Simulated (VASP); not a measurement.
Write the native input for VASP 6.6.1 that does the following.

| Property | Result |
| --- | --- |
| Task | single point |
| Functional | PBE |
| Potentials or basis | VASP PAW PBE potentials, release 64 (Li_sv, F) |
| Cutoff | 750 eV |
| k mesh | 10 × 10 × 10 |
| Occupations | gaussian, width 0.02 eV |
| Spin | no spin polarisation |
| Dipole correction | no |
| Further INCAR settings | ALGO = Normal; EDIFF = 1e-06; NBANDS = 12 |

The structure of LiF lies in POSCAR:

```
LiF
1.0
    0.0000000000      2.0736812652      2.0736812652
    2.0736812652      0.0000000000      2.0736812652
    2.0736812652      2.0736812652      0.0000000000
Li F
1 1
Direct
    0.0000000000      0.0000000000      0.0000000000
    0.5000000000      0.5000000000      0.5000000000
```

This cell differs from its parent crystal: volume scaled by 1.06.

These files were run (other wordings do the same):

INCAR

```
ALGO = Normal
EDIFF = 1E-6
ENCUT = 750
GGA = PE
GGA_COMPAT = F
ISIF = 2
ISMEAR = 0
LASPH = T
LCHARG = T
LELF = T
LREAL = F
LVHAR = T
LWAVE = F
NBANDS = 12
NELM = 120
PREC = Accurate
SIGMA = 0.02
```

KPOINTS

```
k-points
0
Gamma
  10 10 10
```

Potentials or basis: VASP PAW PBE potentials, release 64 (Li_sv, F).

Launch:

```console
$ cat potpaw_PBE.64/Li_sv/POTCAR potpaw_PBE.64/F/POTCAR > POTCAR
$ mpirun -np 1 vasp_std > vasp.out
```

It gave:

```json
{"Pressure": "-4.1 GPa", "Band gap on the k mesh": "8.34 eV, direct"}
```

Run time: 26 s on 1 thread of Intel Xeon 8259CL (shared host), peak memory 0.15 GiB.
